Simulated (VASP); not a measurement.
# Al (P6_3/mmc) in VASP: a series of runs

Runs on Al. Level: PBEsol. Tasks: single point.

Program: VASP 6.6.1. These are calculated values, not measurements. Logs are shortened: lines on timing, memory, paths and dates and some standing lists are left out, and cuts for length are marked.

## Step 1: The cell of the first run

Symmetry: P6_3/mmc, No. 194, hexagonal system. The conventional cell has a = 2.682 Å, b = 2.682 Å, c = 8.804 Å, α = 90.00°, β = 90.00°, γ = 120.00°. Al (site symmetry -3m) has 12 Al at 2.68 to 2.69 Å within 3.5 Å. Al (site symmetry -6m2) has 12 Al at 2.68 to 2.69 Å within 3.5 Å.

This isn't the form of Al at room conditions, which is fcc.

## Step 2: Single point, PBEsol

The input, INCAR:

```
  PREC = Accurate
  ENCUT = 520
  EDIFF = 1E-7
  ISMEAR = 0
  SIGMA = 0.1
  LREAL = False
  LASPH = True
  NELM = 60
  ALGO = Normal
  ISIF = 2
  LWAVE = False
  LCHARG = True
  GGA = PS
  LELF = True
  LVHAR = True
  NBANDS = 14
```

The input, KPOINTS:

```
regular mesh
0
Gamma
  18 18 6
```

The input, POSCAR:

```
Al
1.0
    2.6821241920      0.0000000000      0.0000000000
   -1.3410620960      2.3227876864      0.0000000000
    0.0000000000      0.0000000000      8.8037416927
Al
4
Direct
    0.0000000000      0.0000000000      0.0000000000
    0.3333333333      0.6666666667      0.2500000000
    0.0000000000      0.0000000000      0.5000000000
    0.6666666667      0.3333333333      0.7500000000
```

Potentials or basis: VASP PAW PBE potentials, release 64 (Al).

Launch:

```
cat potpaw_PBE.64/Al/POTCAR > POTCAR
mpirun -np 1 vasp_std > vasp.out
```

OUTCAR:

```text
PREC = Accurate
   ENCUT = 520
   EDIFF = 1E-7
   ISMEAR = 0
   LREAL = False
   LASPH = True
   NELM = 60
   ISIF = 2
   GGA = PS

 ion  position               nearest neighbor table
   1  0.000  0.000  0.000-   2 2.69   4 2.69   4 2.69   2 2.69   4 2.69   2 2.69
   2  0.333  0.667  0.250-   1 2.69   3 2.69   1 2.69   3 2.69   1 2.69   3 2.69
   3  0.000  0.000  0.500-   2 2.69   4 2.69   4 2.69   2 2.69   4 2.69   2 2.69
   4  0.667  0.333  0.750-   1 2.69   3 2.69   1 2.69   3 2.69   1 2.69   3 2.69

  LATTYP: Found a hexagonal cell.
 ALAT       =     2.6821241920
 C/A-ratio  =     3.2823766025

  Lattice vectors:

 A1 = (   2.6821241920,   0.0000000000,   0.0000000000)
 A2 = (  -1.3410620960,   2.3227876864,   0.0000000000)
 A3 = (   0.0000000000,   0.0000000000,   8.8037416927)

Analysis of symmetry for initial positions (statically):
=====================================================================
 Subroutine PRICEL returns:
 Original cell was already a primitive cell.

 Routine SETGRP: Setting up the symmetry group for a
 hexagonal supercell.

 Subroutine GETGRP returns: Found 24 space group operations
 (whereof 12 operations were pure point group operations)
 out of a pool of 24 trial point group operations.

The static configuration has the point symmetry D_3d.
 The point group associated with its full space group is D_6h.

Analysis of symmetry for dynamics (positions and initial velocities):
=====================================================================
 Subroutine PRICEL returns:
 Original cell was already a primitive cell.

 Routine SETGRP: Setting up the symmetry group for a
 hexagonal supercell.

 Subroutine GETGRP returns: Found 24 space group operations
 (whereof 12 operations were pure point group operations)
 out of a pool of 24 trial point group operations.

The dynamic configuration has the point symmetry D_3d.
 The point group associated with its full space group is D_6h.

 Subroutine INISYM returns: Found 24 space group operations
 (whereof 12 operations are pure point group operations),
 and found     1 'primitive' translations

----------------------------------------------------------------------------------------

                                     Primitive cell

  volume of cell :      54.8474

  direct lattice vectors                    reciprocal lattice vectors
     2.682124192  0.000000000  0.000000000     0.372838813  0.215258589  0.000000000
    -1.341062096  2.322787686  0.000000000     0.000000000  0.430517178  0.000000000
     0.000000000  0.000000000  8.803741693     0.000000000  0.000000000  0.113588067

  length of vectors
[... 103 lines left out ...]
   IALGO  =     38    algorithm
   IMIX   =      4    mixing-type and parameters
     AMIX     =   0.40;   BMIX     =  1.00
     AMIX_MAG =   1.60;   BMIX_MAG =  1.00
  volume/ion in A,a.u.               =      13.71        92.53
  Fermi-wavevector in a.u.,A,eV,Ry     =   0.986469  1.864156 13.240111  0.973121
  Thomas-Fermi vector in A             =   2.117852
   LORBIT       =      0    0 simple, 1 ext, 2 COOP (PROOUT), +10 PAW based schemes
   GGA     = PS    functional components
   LHFCALC =     F    Hartree Fock is set to
   AEXX    =    0.0000 exact exchange contribution
   IVDW    =     0    specifies the selected vdW correction
   LEPSILON=     F    determine dielectric tensor
   LRPA    =     F    only Hartree local field effects (RPA)
 non-spin polarized calculation
 Gauss-broadening in eV      SIGMA  =   0.10
  energy-cutoff  :      520.00
  volume of cell :       54.85
 maximum number of plane-waves:      1503
 NGX is ok and might be reduce to    20
   NGX =  9   NGY =  9   NGZ = 33

 number of electron      12.0000000 magnetization

 Free energy of the ion-electron system (eV)
  ---------------------------------------------------
  ext. energy  EPLUGINS =         0.00000000
  ---------------------------------------------------
  free energy    TOTEN  =       -15.77377063 eV

  energy without entropy =      -15.76680095  energy(sigma->0) =      -15.77028579

 E-fermi :   9.9859     XC(G=0): -10.9526

 val. band max:        9.9782663342   @ k =   0.2778   0.1111   0.1667
 cond. band min:       9.9915208520   @ k =   0.3889  -0.0000   0.0000
 fundamental gap:      0.0132545179
 Fermi energy:         9.9858634395

 k-point     1 :       0.0000    0.0000    0.0000
  band No.  band energies     occupation
      1      -2.4531      2.00000
      2      -0.5642      2.00000
      3      -0.5584      2.00000
      4       4.6335      2.00000
      5       5.3032      2.00000
      6      13.7278      0.00000
      7      13.7420      0.00000
      8      22.1301      0.00000
      9      22.1301      0.00000
     10      22.2100      0.00000
     11      22.2100      0.00000
     12      23.0678      0.00000
     13      23.0774      0.00000
     14      23.0826      0.00000
[... 377 lines left out ...]
      1       3.0704      2.00000
      2       4.8215      2.00000
      3       4.8331      2.00000
      4       5.9210      2.00000
      5       7.7906      2.00000
      6       7.8155      2.00000
      7       9.8558      1.93405
      8      10.7051      0.00000
      9      12.5223      0.00000
     10      12.6353      0.00000
     11      14.5045      0.00000
     12      14.8215      0.00000
     13      15.4287      0.00000
     14      18.9342      0.00000

 [... further k-points ...]

------------------------ aborting loop because EDIFF is reached ----------------------------------------

  FORCE on cell =-STRESS in cart. coord.  units (eV):
  Direction    XX          YY          ZZ          XY          YZ          ZX
  --------------------------------------------------------------------------------------
  -------------------------------------------------------------------------------------
  Total        6.8736951      6.8736951      6.8797121      0.0000000      0.0000000      0.0000000
  in kB      200.7914210    200.7914210    200.9671873      0.0000000      0.0000000      0.0000000
  external PRESSURE =     200.8500097 kB  Pullay stress =       0.0000000 kB

 VOLUME and BASIS-vectors are now :
 -----------------------------------------------------------------------------
  energy-cutoff  :      520.00
  volume of cell :       54.85
      direct lattice vectors                 reciprocal lattice vectors
     2.682124192  0.000000000  0.000000000     0.372838813  0.215258589  0.000000000
    -1.341062096  2.322787686  0.000000000     0.000000000  0.430517178  0.000000000
     0.000000000  0.000000000  8.803741693     0.000000000  0.000000000  0.113588067

 POSITION                                       TOTAL-FORCE (eV/Angst)
 -----------------------------------------------------------------------------------
      0.00000      0.00000      0.00000         0.000000      0.000000      0.000000
     -0.00000      1.54853      2.20094        -0.000000      0.000000      0.000000
      0.00000      0.00000      4.40187        -0.000000      0.000000      0.000000
      1.34106      0.77426      6.60281         0.000000      0.000000      0.000000
 -----------------------------------------------------------------------------------
    total drift:                               -0.000000      0.000000     -0.000000

  FREE ENERGIE OF THE ION-ELECTRON SYSTEM (eV)
  ---------------------------------------------------
  free  energy   TOTEN  =       -15.7737706321 eV

  energy  without entropy=      -15.7668009528  energy(sigma->0) =      -15.77028579
```

stdout:

```text
POSCAR found type information on POSCAR Al
 POSCAR found :  1 types and       4 ions
 scaLAPACK will be used
 -----------------------------------------------------------------------------
|                                                                             |
|                                                                             |
|     You enforced a specific xc type in the INCAR file but a different       |
|     I HOPE YOU KNOW WHAT YOU ARE DOING!                                     |
|                                                                             |
 -----------------------------------------------------------------------------

 LDA part: xc-table for (Slater+PW92), standard interpolation
 POSCAR, INCAR and KPOINTS ok, starting setup
 FFT: planning ... GRIDC
 FFT: planning ... GRID_SOFT
 FFT: planning ... GRID
 WAVECAR not read
 entering main loop
```

Wall time 35 s (1 thread of Intel Xeon 6975P-C (Granite Rapids), shared host); peak memory 0.22 GiB.

What came out:

| Property | Result |
| --- | --- |
| Free energy | -15.7738 eV |
| Pressure | 20.1 GPa |
| Band gap on the k mesh | zero (bands 6 and 7 overlap by 5.85 eV) |

Caveat: the cell stands under pressure; the PAW data sets were made with another functional, which shifts forces and pressure a little.

## Step 3: Single point, PBEsol

This run uses another cell than the first one, of 14.72 Å³/atom.

The input, INCAR:

```
ALGO = Normal
EDIFF = 1E-6
ENCUT = 520
GGA = PS
ISIF = 2
ISMEAR = 0
LASPH = True
LCHARG = False
LREAL = False
LWAVE = False
NBANDS = 14
NELM = 100
PREC = Accurate
SIGMA = 0.1
```

The input, KPOINTS:

```
k-points
0
Gamma
  18 18 6
```

The input, POSCAR:

```
Al
1.0
    2.7464585395      0.0000000000      0.0000000000
   -1.3732292698      2.3785028656      0.0000000000
    0.0000000000      0.0000000000      9.0118381981
Al
4
Direct
    0.0000000000      0.0000000000      0.0000000000
    0.3333333333      0.6666666667      0.2500000000
    0.0000000000      0.0000000000      0.5000000000
    0.6666666667      0.3333333333      0.7500000000
```

Potentials or basis: VASP PAW PBE potentials, release 64 (Al).

Launch:

```
cat potpaw_PBE.64/Al/POTCAR > POTCAR
mpirun -np 1 vasp_std > vasp.out
```

OUTCAR:

```text
EDIFF = 1E-6
   ENCUT = 520
   GGA = PS
   ISIF = 2
   ISMEAR = 0
   LASPH = True
   LREAL = False
   NELM = 100
   PREC = Accurate

 ion  position               nearest neighbor table
   1  0.000  0.000  0.000-   2 2.76   4 2.76   2 2.76   4 2.76   4 2.76   2 2.76
   2  0.333  0.667  0.250-   1 2.76   3 2.76   1 2.76   3 2.76   1 2.76   3 2.76
   3  0.000  0.000  0.500-   2 2.76   4 2.76   2 2.76   4 2.76   4 2.76   2 2.76
   4  0.667  0.333  0.750-   1 2.76   3 2.76   1 2.76   3 2.76   1 2.76   3 2.76
[... 611 lines left out ...]
  Direction    XX          YY          ZZ          XY          YZ          ZX
  --------------------------------------------------------------------------------------
  -------------------------------------------------------------------------------------
  Total        3.6998964      3.6998964      3.6894765     -0.0000000      0.0000000      0.0000000
  in kB      100.6954922    100.6954922    100.4119081     -0.0000000      0.0000000      0.0000000
  external PRESSURE =     100.6009642 kB  Pullay stress =       0.0000000 kB

 VOLUME and BASIS-vectors are now :
 -----------------------------------------------------------------------------
  energy-cutoff  :      520.00
  volume of cell :       58.87
      direct lattice vectors                 reciprocal lattice vectors
     2.746458539  0.000000000  0.000000000     0.364105260  0.210216270  0.000000000
    -1.373229270  2.378502866  0.000000000     0.000000000  0.420432540  0.000000000
     0.000000000  0.000000000  9.011838198     0.000000000  0.000000000  0.110965153

 POSITION                                       TOTAL-FORCE (eV/Angst)
 -----------------------------------------------------------------------------------
      0.00000      0.00000      0.00000         0.000000     -0.000000      0.000000
     -0.00000      1.58567      2.25296         0.000000     -0.000000      0.000000
      0.00000      0.00000      4.50592         0.000000     -0.000000      0.000000
      1.37323      0.79283      6.75888        -0.000000      0.000000      0.000000
 -----------------------------------------------------------------------------------
    total drift:                               -0.000000      0.000000     -0.000000

  FREE ENERGIE OF THE ION-ELECTRON SYSTEM (eV)
  ---------------------------------------------------
  free  energy   TOTEN  =       -16.1450870899 eV

  energy  without entropy=      -16.1371867501  energy(sigma->0) =      -16.14113692
```

Run time: 35 s. Hardware: 1 thread of Intel Xeon 6975P-C (Granite Rapids), shared host; peak memory 0.22 GiB.

Results:

```
Free energy            : -16.1451 eV
Pressure               : 10.1 GPa
Band gap on the k mesh : zero (bands 6 and 7 overlap by 5.69 eV)
```

Caveat: the cell stands under pressure; the PAW data sets were made with another functional, which shifts forces and pressure a little.
